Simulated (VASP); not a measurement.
# CaS (Oldhamite) (Fm-3m) in VASP: a series of runs, part 2 of 3

VASP 6.6.1. The steps go on from the part before.

## (3) Single point, r2SCAN

This run uses another cell than the first one, of 22.40 Å³/atom, 1.026 times its volume.

The input, POSCAR:

```
CaS
1.0
    0.0000000000      2.8191081141      2.8191081141
    2.8191081141      0.0000000000      2.8191081141
    2.8191081141      2.8191081141      0.0000000000
Ca S
1 1
Direct
    0.0000000000      0.0000000000      0.0000000000
    0.5000000000      0.5000000000      0.5000000000
```

The input, INCAR.step1:

```
PREC = Accurate ; ENCUT = 550
ISMEAR = 0 ; SIGMA = 0.01
LREAL = F ; LASPH = T
NELM = 120 ; NBANDS = 15
GGA = PE ; ALGO = Normal
EDIFF = 1E-5 ; LWAVE = T
LCHARG = F ; GGA_COMPAT = F
```

The input, INCAR.step2:

```
PREC = Accurate ; ENCUT = 550
EDIFF = 1E-6 ; ISMEAR = 0
SIGMA = 0.01 ; LREAL = F
LASPH = T ; NELM = 120
ALGO = Normal ; ISIF = 2
LWAVE = F ; LCHARG = F
METAGGA = R2SCAN ; LMIXTAU = T
NBANDS = 15 ; ISTART = 1
GGA_COMPAT = F
```

The input, KPOINTS:

```
regular mesh
0
Gamma
  5 5 5
```

Potentials or basis: VASP PAW PBE potentials, release 64 (Ca_sv, S).

Started as:

```sh
> cat potpaw_PBE.64/Ca_sv/POTCAR potpaw_PBE.64/S/POTCAR > POTCAR
> cp INCAR.step1 INCAR
> mpirun -np 1 vasp_std > vasp.out
> cp INCAR.step2 INCAR
> mpirun -np 1 vasp_std > vasp.out
```

OUTCAR:

```text
PREC = Accurate
   ENCUT = 550
   EDIFF = 1E-6
   ISMEAR = 0
   LREAL = F
   LASPH = T
   NELM = 120
   ISIF = 2
   METAGGA = R2SCAN
   ISTART = 1

 ion  position               nearest neighbor table
   1  0.000  0.000  0.000-   2 2.82   2 2.82   2 2.82   2 2.82   2 2.82   2 2.82
   2  0.500  0.500  0.500-   1 2.82   1 2.82   1 2.82   1 2.82   1 2.82   1 2.82

  LATTYP: Found a face centered cubic cell.
 ALAT       =     5.6382162282

  Lattice vectors:

 A1 = (   0.0000000000,   2.8191081141,   2.8191081141)
 A2 = (   2.8191081141,   0.0000000000,   2.8191081141)
 A3 = (   2.8191081141,   2.8191081141,   0.0000000000)

Analysis of symmetry for initial positions (statically):
=====================================================================
 Subroutine PRICEL returns:
 Original cell was already a primitive cell.

 Routine SETGRP: Setting up the symmetry group for a
 face centered cubic supercell.

 Subroutine GETGRP returns: Found 48 space group operations
 (whereof 48 operations were pure point group operations)
 out of a pool of 48 trial point group operations.

The static configuration has the point symmetry O_h .

Analysis of symmetry for dynamics (positions and initial velocities):
=====================================================================
 Subroutine PRICEL returns:
 Original cell was already a primitive cell.

 Routine SETGRP: Setting up the symmetry group for a
 face centered cubic supercell.

 Subroutine GETGRP returns: Found 48 space group operations
 (whereof 48 operations were pure point group operations)
 out of a pool of 48 trial point group operations.

The dynamic configuration has the point symmetry O_h .

 Subroutine INISYM returns: Found 48 space group operations
 (whereof 48 operations are pure point group operations),
 and found     1 'primitive' translations

----------------------------------------------------------------------------------------

                                     Primitive cell

  volume of cell :      44.8090

  direct lattice vectors                    reciprocal lattice vectors
     0.000000000  2.819108114  2.819108114    -0.177361059  0.177361059  0.177361059
     2.819108114  0.000000000  2.819108114     0.177361059 -0.177361059  0.177361059
     2.819108114  2.819108114  0.000000000     0.177361059  0.177361059 -0.177361059

  length of vectors
     3.986820929  3.986820929  3.986820929     0.307198365  0.307198365  0.307198365

  position of ions in fractional coordinates (direct lattice)
     0.000000000  0.000000000  0.000000000
     0.500000000  0.500000000  0.500000000

  ion indices of the primitive-cell ions
   primitive index   ion index
                 1           1
                 2           2

----------------------------------------------------------------------------------------

 KPOINTS: regular mesh

Automatic generation of k-mesh.
 Grid dimensions read from file:
 generate k-points for:    5    5    5

 Generating k-lattice:

  Cartesian coordinates                     Fractional coordinates (reciprocal lattice)
[... 23 lines left out ...]
 -0.200000  0.200000  0.000000     12.000000
  0.400000  0.400000  0.000000      6.000000
 -0.400000  0.400000  0.000000     12.000000
 -0.400000  0.400000  0.200000     24.000000
   k-points           NKPTS =     10   k-points in BZ     NKDIM =     10   number of bands    NBANDS=     15
   number of dos      NEDOS =    301   number of ions     NIONS =      2
   total plane-waves  NPLWV =  27000
   dimension x,y,z NGX =    30 NGY =   30 NGZ =   30
   dimension x,y,z NGXF=    60 NGYF=   60 NGZF=   60
   ions per type =               1   1
   NGX,Y,Z   is equivalent  to a cutoff of  12.51, 12.51, 12.51 a.u.
   NGXF,Y,Z  is equivalent  to a cutoff of  25.02, 25.02, 25.02 a.u.
 SYSTEM =  unknown system
   PREC   = accura    normal or accurate (medium, high low for compatibility)
   ISTART =      1    job   : 0-new  1-cont  2-samecut
   ICHARG =      0    charge: 1-file 2-atom 10-const
   ISPIN  =      1    spin polarized calculation?
   LNONCOLLINEAR =      F non collinear calculations
   LSORBIT =      F    spin-orbit coupling
   LASPH  =      T    aspherical Exc in radial PAW
   ENCUT  =  550.0 eV  40.42 Ry    6.36 a.u.   7.62  7.62  7.62*2*pi/ulx,y,z
   NELM   =    120;   NELMIN=  2; NELMDL=  0     # of ELM steps
   EDIFF  = 0.1E-05   stopping-criterion for ELM
   LREAL  =      F    real-space projection
   EDIFFG = 0.1E-04   stopping-criterion for IOM
   NSW    =      0    number of steps for IOM
   IBRION =     -1    ionic relax: 0-MD 1-quasi-New 2-CG
   NFREE  =      0    steps in history (QN), initial steepest desc. (CG)
   ISIF   =      2    stress and relaxation
   ISYM   =      2    0-nonsym 1-usesym 2-fastsym
   POTIM  = 0.5000    time-step for ionic-motion
   TEBEG  =    0.0;   TEEND  =   0.0 temperature during run
   PSTRESS=    0.0 pullay stress
   NELECT =      16.0000    total number of electrons
   NUPDOWN=      -1.0000    fix difference up-down
   EMIN   =  10.00;   EMAX   =-10.00  energy-range for DOS
   EFERMI =   0.00;   METHOD = LEGACY
   ISMEAR =     0;   SIGMA  =   0.01  broadening in eV -4-tet -1-fermi 0-gaus
   EFERMI_NEDOS =   21; number of points for ismear=-14 and -15
   IALGO  =     38    algorithm
   IMIX   =      4    mixing-type and parameters
     AMIX     =   0.40;   BMIX     =  1.00
     AMIX_MAG =   1.60;   BMIX_MAG =  1.00
  volume/ion in A,a.u.               =      22.40       151.19
  Fermi-wavevector in a.u.,A,eV,Ry     =   1.161430  2.194785 18.353171  1.348920
  Thomas-Fermi vector in A             =   2.298002
   LORBIT       =      0    0 simple, 1 ext, 2 COOP (PROOUT), +10 PAW based schemes
   METAGGA = R2SCAN    functional components
   LHFCALC =     F    Hartree Fock is set to
   AEXX    =    0.0000 exact exchange contribution
   IVDW    =     0    specifies the selected vdW correction
   LEPSILON=     F    determine dielectric tensor
   LRPA    =     F    only Hartree local field effects (RPA)
 non-spin polarized calculation
 Gauss-broadening in eV      SIGMA  =   0.01
  energy-cutoff  :      550.00
  volume of cell :       44.81
 maximum number of plane-waves:      1363
   NGX = 15   NGY = 15   NGZ = 15

 number of electron      16.0000000 magnetization

 Free energy of the ion-electron system (eV)
  ---------------------------------------------------
  ext. energy  EPLUGINS =         0.00000000
  ---------------------------------------------------
  free energy    TOTEN  =       -19.92848213 eV

  energy without entropy =      -19.92848213  energy(sigma->0) =      -19.92848213

 E-fermi :   2.8447     XC(G=0):  -9.9207

 val. band max:        2.7077690417   @ k =   0.0000   0.0000   0.0000
 cond. band min:       5.5736527817   @ k =   0.4000   0.4000   0.0000
 fundamental gap:      2.8658837400
 Fermi energy:         2.8446550031

 k-point     1 :       0.0000    0.0000    0.0000
  band No.  band energies     occupation
      1     -37.9091      2.00000
      2     -18.0136      2.00000
      3     -18.0136      2.00000
      4     -18.0136      2.00000
      5      -9.1902      2.00000
      6       2.7078      2.00000
      7       2.7078      2.00000
      8       2.7078      2.00000
      9       7.3692      0.00000
     10       7.3692      0.00000
     11       7.3692      0.00000
     12       7.8366      0.00000
     13       8.0314      0.00000
     14       8.0314      0.00000
[... 149 lines left out ...]
      2     -18.1390      2.00000
      3     -18.0912      2.00000
      4     -18.0601      2.00000
      5      -8.3938      2.00000
      6       0.3838      2.00000
      7       1.1471      2.00000
      8       1.3570      2.00000
      9       7.4286      0.00000
     10       8.9568      0.00000
     11       9.3952      0.00000
     12      10.1034      0.00000
     13      10.4153      0.00000
     14      12.0126      0.00000
     15      12.9658      0.00000

------------------------ aborting loop because EDIFF is reached ----------------------------------------

  FORCE on cell =-STRESS in cart. coord.  units (eV):
  Direction    XX          YY          ZZ          XY          YZ          ZX
  --------------------------------------------------------------------------------------
  -------------------------------------------------------------------------------------
  Total        0.6582655      0.6582655      0.6582655      0.0000000      0.0000000     -0.0000000
  in kB       23.5367489     23.5367489     23.5367489      0.0000000      0.0000000     -0.0000000
  external PRESSURE =      23.5367489 kB  Pullay stress =       0.0000000 kB

 VOLUME and BASIS-vectors are now :
 -----------------------------------------------------------------------------
  energy-cutoff  :      550.00
  volume of cell :       44.81
      direct lattice vectors                 reciprocal lattice vectors
     0.000000000  2.819108114  2.819108114    -0.177361059  0.177361059  0.177361059
     2.819108114  0.000000000  2.819108114     0.177361059 -0.177361059  0.177361059
     2.819108114  2.819108114  0.000000000     0.177361059  0.177361059 -0.177361059

 POSITION                                       TOTAL-FORCE (eV/Angst)
 -----------------------------------------------------------------------------------
      0.00000      0.00000      0.00000        -0.000000     -0.000000     -0.000000
      2.81911      2.81911      2.81911         0.000000      0.000000      0.000000
 -----------------------------------------------------------------------------------
    total drift:                               -0.000000      0.000000      0.000000

  FREE ENERGIE OF THE ION-ELECTRON SYSTEM (eV)
  ---------------------------------------------------
  free  energy   TOTEN  =       -19.9284821276 eV

  energy  without entropy=      -19.9284821276  energy(sigma->0) =      -19.92848213
```

OUTCAR.step1:

```text
PREC = Accurate
   ENCUT = 550
   ISMEAR = 0
   LREAL = F
   LASPH = T
[... 383 lines left out ...]
 -----------------------------------------------------------------------------------
      0.00000      0.00000      0.00000         0.000000     -0.000000     -0.000000
      2.81911      2.81911      2.81911        -0.000000      0.000000      0.000000
 -----------------------------------------------------------------------------------
    total drift:                               -0.000000      0.000000      0.000000

  FREE ENERGIE OF THE ION-ELECTRON SYSTEM (eV)
  ---------------------------------------------------
  free  energy   TOTEN  =       -10.3475512960 eV

  energy  without entropy=      -10.3475512960  energy(sigma->0) =      -10.34755130
```

OSZICAR.step1:

```text
N       E                     dE             d eps       ncg     rms          rms(c)
DAV:   1     0.111785304019E+03    0.11179E+03   -0.77399E+03   300   0.104E+03
DAV:   2    -0.577222046729E+01   -0.11756E+03   -0.11178E+03   363   0.265E+02
DAV:   3    -0.103733941068E+02   -0.46012E+01   -0.45615E+01   398   0.487E+01
DAV:   4    -0.105977649345E+02   -0.22437E+00   -0.22424E+00   436   0.934E+00
DAV:   5    -0.105993344064E+02   -0.15695E-02   -0.15694E-02   384   0.887E-01    0.508E+00
DAV:   6    -0.103506376023E+02    0.24870E+00   -0.37185E-01   342   0.319E+00    0.343E+00
DAV:   7    -0.103413491071E+02    0.92885E-02   -0.10743E-01   386   0.206E+00    0.181E+00
DAV:   8    -0.103476946305E+02   -0.63455E-02   -0.18417E-02   335   0.116E+00    0.302E-01
DAV:   9    -0.103472859572E+02    0.40867E-03   -0.97806E-04   363   0.322E-01    0.758E-02
DAV:  10    -0.103475088761E+02   -0.22292E-03   -0.26277E-04   385   0.120E-01    0.254E-02
DAV:  11    -0.103475517966E+02   -0.42920E-04   -0.72397E-05   335   0.714E-02    0.254E-02
DAV:  12    -0.103475512960E+02    0.50060E-06   -0.37497E-06   206   0.141E-02
   1 F= -.10347551E+02 E0= -.10347551E+02  d E =-.560535E-26
```

Wall time 38 s (1 thread of AMD EPYC 7R13 (Zen 3), shared host); peak memory 0.14 GiB.

What came out:

```
Free energy            : -19.9285 eV
Pressure               : 2.4 GPa
Band gap on the k mesh : 2.87 eV, indirect (least direct gap 3.67 eV)
```

Caveat: the PAW data sets were made with another functional, which shifts forces and pressure a little.

## (4) Single point, r2SCAN

This run uses another cell than the first one, of 22.98 Å³/atom, 1.053 times its volume.

The input, POSCAR:

```
CaS
1.0
    0.0000000000      2.8430000000      2.8430000000
    2.8430000000      0.0000000000      2.8430000000
    2.8430000000      2.8430000000      0.0000000000
Ca S
1 1
Direct
    0.0000000000      0.0000000000      0.0000000000
    0.5000000000      0.5000000000      0.5000000000
```

The input, INCAR.step1:

```
SYSTEM = CaS
PREC = Accurate ; ENCUT = 550
ISMEAR = 0 ; SIGMA = 0.01
LREAL = .FALSE. ; LASPH = .TRUE.
NELM = 120 ; NBANDS = 15
GGA = PE ; ALGO = Normal
EDIFF = 1E-5 ; LWAVE = .TRUE.
LCHARG = .FALSE. ; GGA_COMPAT = .FALSE.
```

The input, INCAR.step2:

```
SYSTEM = CaS
PREC = Accurate ; ENCUT = 550
EDIFF = 1E-6 ; ISMEAR = 0
SIGMA = 0.01 ; LREAL = .FALSE.
LASPH = .TRUE. ; NELM = 120
ALGO = Normal ; ISIF = 2
LWAVE = .FALSE. ; LCHARG = .FALSE.
METAGGA = R2SCAN ; LMIXTAU = .TRUE.
NBANDS = 15 ; ISTART = 1
GGA_COMPAT = .FALSE.
```

The input, KPOINTS:

```
regular mesh
0
G
  5 5 5
  0 0 0
```

Started as:

```sh
> cat potpaw_PBE.64/Ca_sv/POTCAR potpaw_PBE.64/S/POTCAR > POTCAR
> cp INCAR.step1 INCAR
> mpirun -np 1 vasp_std > vasp.out
> cp INCAR.step2 INCAR
> mpirun -np 1 vasp_std > vasp.out
```

It took 39 s on 1 thread of AMD EPYC 7R13 (Zen 3), shared host; peak memory 0.16 GiB.

Results (log left out):

- Free energy: -19.9396 eV
- Pressure: 0.7 GPa
- Band gap on the k mesh: 2.92 eV, indirect (least direct gap 3.71 eV)

Levels at points of the mesh, in eV from the valence-band top:
| k point | band 5 | band 6 | band 7 | band 8 | band 9 | band 10 | band 11 | band 12 |
| --- | --- | --- | --- | --- | --- | --- | --- | --- |
| (0.00, 0.00, 0.00) | -11.81 | 0.00 | 0.00 | 0.00 | 4.67 | 4.67 | 4.67 | 4.96 |

Caveat: the PAW data sets were made with another functional, which shifts forces and pressure a little. r2SCAN opens gaps a little over a GGA but as a rule still falls short of measured ones.

## (5) Single point, r2SCAN

This run uses another cell than the first one, of 23.55 Å³/atom, 1.079 times its volume.

The input, POSCAR:

```
CaS
1.0
    0.0000000000      2.8664969333      2.8664969333
    2.8664969333      0.0000000000      2.8664969333
    2.8664969333      2.8664969333      0.0000000000
Ca S
1 1
Direct
    0.0000000000      0.0000000000      0.0000000000
    0.5000000000      0.5000000000      0.5000000000
```

The input, INCAR.step1:

```
PREC = Accurate
ENCUT = 550
ISMEAR = 0
SIGMA = 0.01
LREAL = False
LASPH = True
NELM = 120
NBANDS = 15
GGA = PE
ALGO = Normal
EDIFF = 1E-5
LWAVE = True
LCHARG = False
GGA_COMPAT = False
```

The input, INCAR.step2:

```
PREC = Accurate
ENCUT = 550
EDIFF = 1E-6
ISMEAR = 0
SIGMA = 0.01
LREAL = False
LASPH = True
NELM = 120
ALGO = Normal
ISIF = 2
LWAVE = False
LCHARG = False
METAGGA = R2SCAN
LMIXTAU = True
NBANDS = 15
ISTART = 1
GGA_COMPAT = False
```

The input, KPOINTS:

```
regular mesh
0
Gamma
  5 5 5
```

Started as:

```sh
> cat potpaw_PBE.64/Ca_sv/POTCAR potpaw_PBE.64/S/POTCAR > POTCAR
> cp INCAR.step1 INCAR
> mpirun -np 1 vasp_std > vasp.out
> cp INCAR.step2 INCAR
> mpirun -np 1 vasp_std > vasp.out
```

Wall time 40 s (1 thread of AMD EPYC 7R13 (Zen 3), shared host); peak memory 0.16 GiB.

It converged, with:

* Free energy: -19.9391 eV
* Pressure: -0.9 GPa
* Band gap on the k mesh: 2.98 eV, indirect (least direct gap 3.75 eV)

Levels at points of the mesh, in eV from the valence-band top:
```tsv
k point	band 5	band 6	band 7	band 8	band 9	band 10	band 11	band 12
(0.00, 0.00, 0.00)	-11.73	0.00	0.00	0.00	4.67	4.67	4.67	4.79
```

Caveat: the PAW data sets were made with another functional, which shifts forces and pressure a little. A k mesh can miss the band edges.

[end of part 2 of 3]
